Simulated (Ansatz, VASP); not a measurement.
# One calculation of LuH2, two programs

```
CELL_PARAMETERS angstrom
0.00000 2.56586 2.56586
2.56586 0.00000 2.56586
2.56586 2.56586 0.00000
ATOMIC_POSITIONS crystal
Lu 0.00000 0.00000 0.00000
H 0.25000 0.25000 0.25000
H 0.75000 0.75000 0.75000
```

Change from the starting cell: volume scaled by 1.06.

Alike in both runs: task single point; functional LDA; k mesh 8 × 8 × 8; occupations fermi-dirac, width 0.02 eV; no spin polarisation.

|  | VASP | Ansatz |
| --- | --- | --- |
| version | VASP 6.6.1 | Ansatz 0.2.0 |
| potentials or method | VASP PAW PBE potentials, release 64 (Lu, H), cutoff 520 eV | all-electron LAPW, scalar-relativistic |

VASP gave:

| Item | Value |
| --- | --- |
| pressure (GPa) | -10.5 |

Problem. What did Ansatz give for the same quantities?

Solution. Pressure (GPa): -10.8.

VASP's potentials were made for PBE, not for LDA. LDA's correlation is that of Perdew and Zunger in VASP and of Perdew and Wang (1992) in Ansatz. Ansatz ran all-electron here, and VASP with PAW potentials.

Neither program's run includes spin-orbit coupling.
